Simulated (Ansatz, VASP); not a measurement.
# One calculation of SrAl3O2, two programs

INCAR

```
SYSTEM = SrAl3O2
ALGO = Normal
EDIFF = 1E-6
EDIFFG = -0.04
ENCUT = 600
GGA = PE
IBRION = 2
ISIF = 3
ISMEAR = 0
LASPH = .True.
LCHARG = .False.
LREAL = .False.
LWAVE = .False.
NELM = 100
NSW = 90
PREC = Accurate
SIGMA = 0.1
```

Contents of KPOINTS:

```
k-points
0
Gamma
  6 6 4
  0 0 0
```

File POSCAR:

```
SrAl3O2
1.0
    4.5933571900      0.0000000000      0.0000000000
   -2.2966785900      3.9779640100      0.0000000000
    0.0000000000      0.0000000000      5.9246388100
Sr Al O
1 3 2
Direct
    0.0000000000      0.0000000000      0.0000000000
    0.5000000000      0.0000000000      0.5000000000
    0.0000000000      0.5000000000      0.5000000000
    0.5000000000      0.5000000000      0.5000000000
    0.3333333300      0.6666666700      0.5000000000
    0.6666666700      0.3333333300      0.5000000000
```

Input for Ansatz:

```yaml
crystal:
  lattice:
    - [4.59335719, 0.0, 0.0]
    - [-2.29667859, 3.97796401, 0.0]
    - [0.0, 0.0, 5.92463881]
  atoms:
    - { symbol: Sr, position: [0.0, 0.0, 0.0] }
    - { symbol: Al, position: [0.5, 0.0, 0.5] }
    - { symbol: Al, position: [0.0, 0.5, 0.5] }
    - { symbol: Al, position: [0.5, 0.5, 0.5] }
    - { symbol: O, position: [0.33333333, 0.66666667, 0.5] }
    - { symbol: O, position: [0.66666667, 0.33333333, 0.5] }
basis:
  ecutwfc: 420
kpoints:
  mp_grid: { grid: [6, 6, 4] }
hamiltonian:
  xc: pbe
scf:
  occupations: { method: gaussian, width: 0.1 }
  lower_state_search: "off"
output:
  forces: true
  stress: true
  eigenvalues: true
relax:
  adjacent_minimum: "off"
  f_tol: 0.04
  max_steps: 70
  cell: { stress_tol: 0.4 }
```

Alike in both runs: task relaxation of cell and atoms; functional PBE; k mesh 6 × 6 × 4; occupations gaussian, width 0.1 eV; no spin polarisation.

```csv
,VASP,Ansatz
version,VASP 6.6.1,Ansatz 0.2.0
potentials or method,"VASP PAW PBE potentials, release 64 (Sr_sv, Al, O), cutoff 600 eV","scalar-relativistic, plane waves, PAW"
valence electrons in the cell,31,31
```

```csv
,VASP,Ansatz,Ansatz less VASP
"gap on the k mesh at the Fermi level, each at its own relaxed structure (eV)",none,none,-
relaxed volume (Å³/atom),19.24,19.81,+0.568
relaxed length of the cell vector where the two differ most in proportion (Å),6.293,6.393,+0.0994
```

A gap of «none» marks a metal or a gap that the smearing closes.
